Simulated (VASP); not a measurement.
# BiC2 (P6/mmm) in VASP: notebook

The runs below take BiC2 through single point, relaxation of cell and atoms, with PBE.

Everything below comes from runs of VASP 6.6.1. Logs are shortened: lines on timing, memory, paths and dates and some standing lists are left out, and cuts for length are marked.

### Step 1. The cell of the first run

It takes space group P6/mmm (No. 191, hexagonal). The conventional cell has a = 2.779 Å, b = 2.779 Å, c = 7.387 Å, α = 90.00°, β = 90.00°, γ = 120.00°. Within 3.7 Å of Bi (site symmetry 6/mmm) lie 6 Bi at 2.78 Å. C (site symmetry -6m2) has 3 C at 1.60 Å within 2.1 Å.

### Step 2. Single point, PBE

File INCAR:

```
SYSTEM = BiC2
PREC = Accurate ; ENCUT = 520
EDIFF = 1E-6 ; ISMEAR = 0
SIGMA = 0.1 ; LREAL = .False.
LASPH = .True. ; NELM = 100
ALGO = Normal ; ISIF = 2
LWAVE = .False. ; LCHARG = .False.
GGA = PE ; NBANDS = 18
```

File KPOINTS:

```
regular mesh
0
Gamma
  6 6 4
  0 0 0
```

File POSCAR:

```
BiC2
1.0
    2.7785168967      0.0000000000      0.0000000000
   -1.3892584483      2.4062662173      0.0000000000
    0.0000000000      0.0000000000      7.3872593000
Bi C
1 2
Direct
    0.0000000000      0.0000000000      0.0000000000
    0.3333333333      0.6666666667      0.5000000000
    0.6666666667      0.3333333333      0.5000000000
```

Potentials or basis: VASP PAW PBE potentials, release 64 (Bi_d, C).

Command:

```sh
cat potpaw_PBE.64/Bi_d/POTCAR potpaw_PBE.64/C/POTCAR > POTCAR
mpirun -np 1 vasp_std > vasp.out
```

OUTCAR:

```text
SYSTEM = BiC2
   PREC = Accurate
   ENCUT = 520
   EDIFF = 1E-6
   ISMEAR = 0
   LREAL = .False.
   LASPH = .True.
   NELM = 100
   ISIF = 2
   GGA = PE

 ion  position               nearest neighbor table
   1  0.000  0.000  0.000-
   2  0.333  0.667  0.500-   3 1.60   3 1.60   3 1.60
   3  0.667  0.333  0.500-   2 1.60   2 1.60   2 1.60

  LATTYP: Found a hexagonal cell.
 ALAT       =     2.7785168967
 C/A-ratio  =     2.6587059121

  Lattice vectors:

 A1 = (   2.7785168967,   0.0000000000,   0.0000000000)
 A2 = (  -1.3892584483,   2.4062662173,   0.0000000000)
 A3 = (   0.0000000000,   0.0000000000,   7.3872593000)

Analysis of symmetry for initial positions (statically):
=====================================================================
 Subroutine PRICEL returns:
 Original cell was already a primitive cell.

 Routine SETGRP: Setting up the symmetry group for a
 hexagonal supercell.

 Subroutine GETGRP returns: Found 24 space group operations
 (whereof 24 operations were pure point group operations)
 out of a pool of 24 trial point group operations.

The static configuration has the point symmetry D_6h.

Analysis of symmetry for dynamics (positions and initial velocities):
=====================================================================
 Subroutine PRICEL returns:
 Original cell was already a primitive cell.

 Routine SETGRP: Setting up the symmetry group for a
 hexagonal supercell.

 Subroutine GETGRP returns: Found 24 space group operations
 (whereof 24 operations were pure point group operations)
 out of a pool of 24 trial point group operations.

The dynamic configuration has the point symmetry D_6h.

 Subroutine INISYM returns: Found 24 space group operations
 (whereof 24 operations are pure point group operations),
 and found     1 'primitive' translations

----------------------------------------------------------------------------------------

                                     Primitive cell

  volume of cell :      49.3901

  direct lattice vectors                    reciprocal lattice vectors
     2.778516897  0.000000000  0.000000000     0.359904236  0.207790807  0.000000000
    -1.389258448  2.406266217  0.000000000     0.000000000  0.415581615  0.000000000
     0.000000000  0.000000000  7.387259300     0.000000000  0.000000000  0.135368201

  length of vectors
     2.778516897  2.778516897  7.387259300     0.415581615  0.415581615  0.135368201

  position of ions in fractional coordinates (direct lattice)
     0.000000000  0.000000000  0.000000000
     0.333333333  0.666666667  0.500000000
     0.666666667  0.333333333  0.500000000

  ion indices of the primitive-cell ions
   primitive index   ion index
                 1           1
                 2           2
                 3           3

----------------------------------------------------------------------------------------

 KPOINTS: regular mesh

Automatic generation of k-mesh.
 Grid dimensions read from file:
 generate k-points for:    6    6    4

 Generating k-lattice:

  Cartesian coordinates                     Fractional coordinates (reciprocal lattice)
     0.059984039  0.034631801  0.000000000     0.166666667 -0.000000000  0.000000000
     0.000000000  0.069263602  0.000000000     0.000000000  0.166666667  0.000000000
     0.000000000  0.000000000  0.033842050     0.000000000  0.000000000  0.250000000

  Length of vectors
     0.069263602  0.069263602  0.033842050

  Shift w.r.t. Gamma in fractional coordinates (k-lattice)
     0.000000000  0.000000000  0.000000000

 Subroutine IBZKPT returns following result:
 ===========================================

 Found     21 irreducible k-points:

 Following reciprocal coordinates:
            Coordinates               Weight
  0.000000  0.000000  0.000000      1.000000
  0.166667  0.000000  0.000000      6.000000
  0.333333  0.000000  0.000000      6.000000
  0.500000  0.000000  0.000000      3.000000
  0.166667  0.166667  0.000000      6.000000
  0.333333  0.166667  0.000000     12.000000
[... 13 lines left out ...]
  0.333333  0.166667  0.500000     12.000000
  0.333333  0.333333  0.500000      2.000000
   k-points           NKPTS =     21   k-points in BZ     NKDIM =     21   number of bands    NBANDS=     18
   number of dos      NEDOS =    301   number of ions     NIONS =      3
   total plane-waves  NPLWV =  32256
   dimension x,y,z NGX =    24 NGY =   24 NGZ =   56
   dimension x,y,z NGXF=    48 NGYF=   48 NGZF=  112
   ions per type =               1   2
   NGX,Y,Z   is equivalent  to a cutoff of  14.36, 14.36, 12.60 a.u.
   NGXF,Y,Z  is equivalent  to a cutoff of  28.72, 28.72, 25.20 a.u.
 SYSTEM =  BiC2
   PREC   = accura    normal or accurate (medium, high low for compatibility)
   ISTART =      0    job   : 0-new  1-cont  2-samecut
   ICHARG =      2    charge: 1-file 2-atom 10-const
   ISPIN  =      1    spin polarized calculation?
   LNONCOLLINEAR =      F non collinear calculations
[... 24 lines left out ...]
     AMIX_MAG =   1.60;   BMIX_MAG =  1.00
  volume/ion in A,a.u.               =      16.46       111.10
  Fermi-wavevector in a.u.,A,eV,Ry     =   1.268929  2.397929 21.907850  1.610182
  Thomas-Fermi vector in A             =   2.401998
   LORBIT       =      0    0 simple, 1 ext, 2 COOP (PROOUT), +10 PAW based schemes
   GGA     = PE    functional components
   LHFCALC =     F    Hartree Fock is set to
   AEXX    =    0.0000 exact exchange contribution
   IVDW    =     0    specifies the selected vdW correction
   LEPSILON=     F    determine dielectric tensor
   LRPA    =     F    only Hartree local field effects (RPA)
 non-spin polarized calculation
 Gauss-broadening in eV      SIGMA  =   0.10
  energy-cutoff  :      520.00
  volume of cell :       49.39
 maximum number of plane-waves:      1359
 NGX is ok and might be reduce to    24
   NGX = 11   NGY = 11   NGZ = 27

 number of electron      23.0000000 magnetization

 Free energy of the ion-electron system (eV)
  ---------------------------------------------------
  ext. energy  EPLUGINS =         0.00000000
  ---------------------------------------------------
  free energy    TOTEN  =       -18.25115725 eV

  energy without entropy =      -18.23872308  energy(sigma->0) =      -18.24494016

 E-fermi :   7.0350     XC(G=0): -10.1832

 val. band max:        6.9108331655   @ k =   0.3333   0.1667   0.5000
 cond. band min:       7.0462617699   @ k =   0.3333   0.1667   0.2500
 fundamental gap:      0.1354286044
 Fermi energy:         7.0349963737

 k-point     1 :       0.0000    0.0000    0.0000
  band No.  band energies     occupation
      1     -17.9980      2.00000
      2     -17.9980      2.00000
      3     -17.9621      2.00000
      4     -16.9895      2.00000
      5     -16.9895      2.00000
      6     -10.1704      2.00000
[... 10 lines left out ...]
     17      15.9444      0.00000
     18      16.9423      0.00000

 k-point     2 :       0.1667    0.0000    0.0000
  band No.  band energies     occupation
      1     -18.1208      2.00000
      2     -17.7448      2.00000
      3     -17.6765      2.00000
      4     -17.1505      2.00000
      5     -17.0238      2.00000
      6      -9.5685      2.00000
[... 10 lines left out ...]
     17      14.8384      0.00000
     18      15.6794      0.00000

 k-point     3 :       0.3333    0.0000    0.0000
  band No.  band energies     occupation
      1     -18.3719      2.00000
      2     -17.4549      2.00000
      3     -17.2087      2.00000
      4     -17.1384      2.00000
      5     -17.0922      2.00000
      6      -7.9755      2.00000
[... 10 lines left out ...]
     17      15.2173      0.00000
     18      17.2087      0.00000

 k-point     4 :       0.5000    0.0000    0.0000
  band No.  band energies     occupation
      1     -18.4958      2.00000
      2     -17.5993      2.00000
      3     -17.1261      2.00000
      4     -16.9238      2.00000
      5     -16.8932      2.00000
      6      -6.1616      2.00000
[... 312 lines left out ...]
      4     -17.1350      2.00000
      5     -17.1056      2.00000
      6      -8.4589      2.00000
[... 10 lines left out ...]
     17      14.1707      0.00000
     18      16.1297      0.00000

 k-point    20 :       0.3333    0.1667    0.5000
  band No.  band energies     occupation
      1     -18.1800      2.00000
      2     -17.5221      2.00000
      3     -17.2838      2.00000
      4     -17.2081      2.00000
      5     -16.9000      2.00000
      6      -6.5461      2.00000
[... 10 lines left out ...]
     17      15.4823      0.00000
     18      16.7532      0.00000

 k-point    21 :       0.3333    0.3333    0.5000
  band No.  band energies     occupation
      1     -17.6207      2.00000
      2     -17.6207      2.00000
      3     -17.4117      2.00000
      4     -17.4117      2.00000
      5     -16.9791      2.00000
      6      -4.6770      2.00000
[... 10 lines left out ...]
     17      15.7763      0.00000
     18      16.5227      0.00000

------------------------ aborting loop because EDIFF is reached ----------------------------------------

  FORCE on cell =-STRESS in cart. coord.  units (eV):
  Direction    XX          YY          ZZ          XY          YZ          ZX
  --------------------------------------------------------------------------------------
  -------------------------------------------------------------------------------------
  Total       -0.0263053     -0.0263053      0.0642760     -0.0000000     -0.0000000      0.0000000
  in kB       -0.8533221     -0.8533221      2.0850634     -0.0000000     -0.0000000      0.0000000
  external PRESSURE =       0.1261397 kB  Pullay stress =       0.0000000 kB

 VOLUME and BASIS-vectors are now :
 -----------------------------------------------------------------------------
  energy-cutoff  :      520.00
  volume of cell :       49.39
      direct lattice vectors                 reciprocal lattice vectors
     2.778516897  0.000000000  0.000000000     0.359904236  0.207790807  0.000000000
    -1.389258448  2.406266217  0.000000000     0.000000000  0.415581615  0.000000000
     0.000000000  0.000000000  7.387259300     0.000000000  0.000000000  0.135368201

 POSITION                                       TOTAL-FORCE (eV/Angst)
 -----------------------------------------------------------------------------------
      0.00000      0.00000      0.00000         0.000000      0.000000      0.000000
     -0.00000      1.60418      3.69363         0.000000      0.000000      0.000000
      1.38926      0.80209      3.69363        -0.000000     -0.000000      0.000000
 -----------------------------------------------------------------------------------
    total drift:                               -0.000000      0.000000      0.000000

  FREE ENERGIE OF THE ION-ELECTRON SYSTEM (eV)
  ---------------------------------------------------
  free  energy   TOTEN  =       -18.2511572499 eV

  energy  without entropy=      -18.2387230752  energy(sigma->0) =      -18.24494016
```

Wall time 43 s (1 thread of Intel Xeon 8259CL, shared host); peak memory 0.18 GiB.

Results:

```yaml
Free_energy: -18.2512 eV
Pressure: 0.0 GPa
Band_gap_on_the_k_mesh: zero (an odd number of electrons rules out a gap without spin polarisation)
```

Caveat: the k points lie up to 0.44 Å⁻¹ apart, too coarse for converged energies and pressures of a metal; spin-orbit coupling is left out, which moves the levels of the heavy elements; this functional lacks dispersion, which binds layers or chains, so the pressure and a relaxed spacing across them are unreliable.

### Step 3. Single point, PBE

This run uses another cell than the first one, of 14.35 Å³/atom.

File INCAR:

```
PREC = Accurate
ENCUT = 520
EDIFF = 1E-7
ISMEAR = 0
SIGMA = 0.1
LREAL = False
LASPH = True
NELM = 80
ALGO = Normal
ISIF = 2
LWAVE = False
LCHARG = True
GGA = PE
LELF = True
LVHAR = True
NBANDS = 18
```

File KPOINTS:

```
Automatic mesh
0
Gamma
  6 6 6
```

File POSCAR:

```
BiC2
1.0
    3.5837856113      0.0000000000      0.0000000000
   -1.7918928057      3.1036493811      0.0000000000
    0.0000000000      0.0000000000      3.8695359591
Bi C
1 2
Direct
    0.0000000000      0.0000000000      0.0000000000
    0.3333333333      0.6666666667      0.5000000000
    0.6666666667      0.3333333333      0.5000000000
```

Potentials or basis: VASP PAW PBE potentials, release 64 (Bi_d, C).

Command:

```sh
cat potpaw_PBE.64/Bi_d/POTCAR potpaw_PBE.64/C/POTCAR > POTCAR
mpirun -np 1 vasp_std > vasp.out
```

Run time: 59 s. Hardware: 1 thread of Intel Xeon 8259CL, shared host; peak memory 0.17 GiB.

The run converged. Its results:

| Quantity | Value |
| --- | --- |
| Free energy | -14.3350 eV |
| Pressure | -4.0 GPa |
| Band gap on the k mesh | zero (an odd number of electrons rules out a gap without spin polarisation) |

Stress tensor (GPa, compression positive):
```
-5.22  0.00  0.00
 0.00 -5.22  0.00
 0.00  0.00 -1.61
```

Levels at points of the mesh, in eV from the Fermi level:
```
           k point  band 7  band 8  band 9  band 10  band 11  band 12  band 13  band 14  band 15  band 16
(0.00, 0.00, 0.00)   -8.14   -5.12   -4.04    -2.81    -2.81     0.24     0.24     2.46     5.95     6.68
(0.50, 0.00, 0.00)  -12.06   -7.20   -4.92    -1.80    -1.27    -1.14     0.08     3.47     3.72     4.86
(0.00, 0.00, 0.50)  -12.93   -3.77   -2.78    -2.78     0.12     1.47     2.19     2.19     2.30     3.67
(0.50, 0.00, 0.50)  -10.49   -9.90   -6.28    -4.01    -2.58    -0.21     1.12     4.51     4.98     5.06
```

Caveat: the cell stands under tension; spin-orbit coupling is left out, which moves the levels of the heavy elements.

### Step 4. Relaxation of cell and atoms, PBE

This run uses another cell than the first one, of 14.35 Å³/atom.

File INCAR:

```
ALGO = Normal
EDIFF = 1E-7
EDIFFG = -0.04
ENCUT = 600
GGA = PE
IBRION = 2
ISIF = 3
ISMEAR = 0
LASPH = T
LCHARG = F
LREAL = F
LWAVE = F
NELM = 80
NSW = 90
PREC = Accurate
SIGMA = 0.1
```

File KPOINTS:

```
k-points
0
Gamma
  6 6 4
```

POSCAR is that of step 3.

Command:

```sh
cat potpaw_PBE.64/Bi_d/POTCAR potpaw_PBE.64/C/POTCAR > POTCAR
mpirun -np 1 vasp_std > vasp.out
```

It took 15 min on 1 thread of Intel Xeon 8259CL, shared host; peak memory 0.19 GiB.

Results (log left out):

| Item | Value |
| --- | --- |
| Free energy | -17.7580 eV |
| Relaxed volume | 14.16 Å³/atom |
| Relaxed cell | a = 2.779 Å, b = 2.779 Å, c = 6.355 Å, α = 90.00°, β = 90.00°, γ = 120.00° |
| Space group after relaxing (to 0.1 Å) | P6/mmm (No. 191) |
| Pressure after relaxing | 0.1 GPa |
| Band gap on the k mesh | zero (an odd number of electrons rules out a gap without spin polarisation) |

Stress tensor (GPa, compression positive):
```
 0.24  0.00  0.00
 0.00  0.24  0.00
 0.00  0.00 -0.29
```

Final structure:
```xyz
3
Lattice="2.7788 0.0000 0.0000 -1.3894 2.4065 0.0000 0.0000 0.0000 6.3547" Properties=species:S:1:pos:R:3 pbc="T T T"
Bi    0.0000    0.0000    0.0000
C     0.0000    1.6043    3.1773
C     1.3894    0.8022    3.1773
```

Levels at points of the mesh, in eV from the Fermi level:
```
           k point  band 7  band 8  band 9  band 10  band 11  band 12  band 13  band 14  band 15
(0.00, 0.00, 0.00)  -16.60   -7.88   -3.61    -3.61    -2.94     4.68     4.77     5.57     5.57
(0.50, 0.00, 0.00)  -11.97   -9.90   -8.05    -6.04    -2.80    -1.27     2.66     3.45     4.12
(0.00, 0.00, 0.50)  -16.94   -6.30   -5.34    -3.62    -3.62     4.78     5.59     5.59     7.13
(0.50, 0.00, 0.50)  -11.92  -10.03   -8.17    -6.04    -2.45     0.20     0.68     3.47     4.08
```

Caveat: the k points lie up to 0.44 Å⁻¹ apart in the final cell, too coarse for converged energies and pressures of a metal; a cell axis changed by over 15 % at a fixed basis, so the end point is rough; spin-orbit coupling is left out, which moves the levels of the heavy elements; this functional lacks dispersion, which binds layers or chains, so the pressure and a relaxed spacing across them are unreliable.

### Step 5. Single point, PBE

This run uses another cell than the first one, of 19.90 Å³/atom.

File INCAR:

```
PREC = Accurate
ENCUT = 520
EDIFF = 1E-6
ISMEAR = 0
SIGMA = 0.1
LREAL = False
LASPH = True
NELM = 60
ALGO = Normal
ISIF = 2
LWAVE = False
LCHARG = False
GGA = PE
NBANDS = 18
```

File KPOINTS:

```
Automatic mesh
0
Gamma
  18 18 6
```

File POSCAR:

```
BiC2
1.0
    2.7913326928      0.0000000000      0.0000000000
   -1.3956663464      2.4173650224      0.0000000000
    0.0000000000      0.0000000000      8.8485809878
Bi C
1 2
Direct
    0.0000000000      0.0000000000      0.0000000000
    0.3333333333      0.6666666667      0.5000000000
    0.6666666667      0.3333333333      0.5000000000
```

Command:

```sh
cat potpaw_PBE.64/Bi_d/POTCAR potpaw_PBE.64/C/POTCAR > POTCAR
mpirun -np 1 vasp_std > vasp.out
```

It took 5.1 min on 1 thread of Intel Xeon 8259CL, shared host; peak memory 0.3 GiB.

It converged, with:

| Item | Value |
| --- | --- |
| Free energy | -18.4530 eV |
| Pressure | 0.0 GPa |
| Band gap on the k mesh | zero (an odd number of electrons rules out a gap without spin polarisation) |

Levels at points of the mesh, in eV from the Fermi level:
```tsv
k point	band 8	band 9	band 10	band 11	band 12	band 13	band 14	band 15
(0.00, 0.00, 0.00)	-6.24	-4.88	-3.56	-3.56	2.32	4.66	5.60	5.60
(0.50, 0.00, 0.00)	-9.45	-7.39	-5.93	-2.35	0.21	1.08	3.54	4.65
(0.00, 0.00, 0.50)	-6.08	-5.13	-3.56	-3.56	3.38	4.66	4.76	5.60
(0.50, 0.00, 0.50)	-9.45	-7.39	-5.93	-2.34	0.44	0.79	3.54	4.65
```

Caveat: spin-orbit coupling is left out, which moves the levels of the heavy elements; this functional lacks dispersion, which binds layers or chains, so the pressure and a relaxed spacing across them are unreliable.

### Step 6. Single point, PBE

This run uses another cell than the first one, of 19.90 Å³/atom.

File INCAR:

```
SYSTEM = BiC2
PREC = Accurate
ENCUT = 520
EDIFF = 1E-6
ISMEAR = 0
SIGMA = 0.1
LREAL = .FALSE.
LASPH = .TRUE.
NELM = 80
ALGO = Normal
ISIF = 2
LWAVE = .FALSE.
LCHARG = .TRUE.
GGA = PE
LELF = .TRUE.
LVHAR = .TRUE.
NBANDS = 18
```

File KPOINTS:

```
regular mesh
0
G
  18 18 6
  0 0 0
```

POSCAR is that of step 5.

Potentials or basis: VASP PAW PBE potentials, release 64 (Bi_d, C).

Command:

```sh
cat potpaw_PBE.64/Bi_d/POTCAR potpaw_PBE.64/C/POTCAR > POTCAR
mpirun -np 1 vasp_std > vasp.out
```

Run time: 5.6 min. Hardware: 1 thread of Intel Xeon 8259CL, shared host; peak memory 0.3 GiB.

Results (log left out):

```yaml
Free_energy: -18.4530 eV
Pressure: 0.0 GPa
Band_gap_on_the_k_mesh: zero (an odd number of electrons rules out a gap without spin polarisation)
```

Levels at points of the mesh, in eV from the Fermi level:
```tsv
k point	band 7	band 8	band 9	band 10	band 11	band 12	band 13	band 14	band 15	band 16
(0.00, 0.00, 0.00)	-16.24	-6.24	-4.88	-3.56	-3.56	2.32	4.66	5.60	5.60	6.76
(0.50, 0.00, 0.00)	-11.72	-9.45	-7.39	-5.93	-2.35	0.21	1.08	3.54	4.65	4.92
(0.00, 0.00, 0.50)	-16.24	-6.08	-5.13	-3.56	-3.56	3.38	4.66	4.76	5.60	5.60
(0.50, 0.00, 0.50)	-11.72	-9.45	-7.39	-5.93	-2.34	0.44	0.79	3.54	4.65	4.73
```

Caveat: spin-orbit coupling is left out, which moves the levels of the heavy elements; this functional lacks dispersion, which binds layers or chains, so the pressure and a relaxed spacing across them are unreliable.

### Step 7. Summary

```tsv
task	cell	k mesh	cutoff (eV)	gap on the mesh (eV)	pressure (GPa)
single point	a = 2.779, b = 2.779, c = 7.387 Å, angles 90.0, 90.0, 120.0°, 3 atoms	6 × 6 × 4	520	none	0.0
single point	a = 3.584, b = 3.584, c = 3.870 Å, angles 90.0, 90.0, 120.0°, 3 atoms	6 × 6 × 6	520	none	-4.0
relaxation of cell and atoms	relaxed from a = 3.584, b = 3.584, c = 3.870 Å, angles 90.0, 90.0, 120.0°, 3 atoms	6 × 6 × 4	600	none	0.1
single point	a = 2.791, b = 2.791, c = 8.849 Å, angles 90.0, 90.0, 120.0°, 3 atoms	18 × 18 × 6	520	none	0.0
```

Alike in all rows: level PBE; potentials or basis VASP PAW PBE potentials, release 64 (Bi_d, C); no spin polarisation; smearing gaussian 0.1 eV.

Caveats: some runs use coarse meshes; spin-orbit coupling is left out, which moves the levels of the heavy elements; this functional lacks dispersion, which binds layers or chains, so the pressure and a relaxed spacing across them are unreliable (at least some runs); the cell stands under tension (at least some runs); a cell axis changed by over 15 % at a fixed basis, so the end point is rough (at least some runs).

Absolute energies hang on the potentials; compare differences alone.

The gap in the log of VASP goes by the Fermi energy; the results here count the filled bands.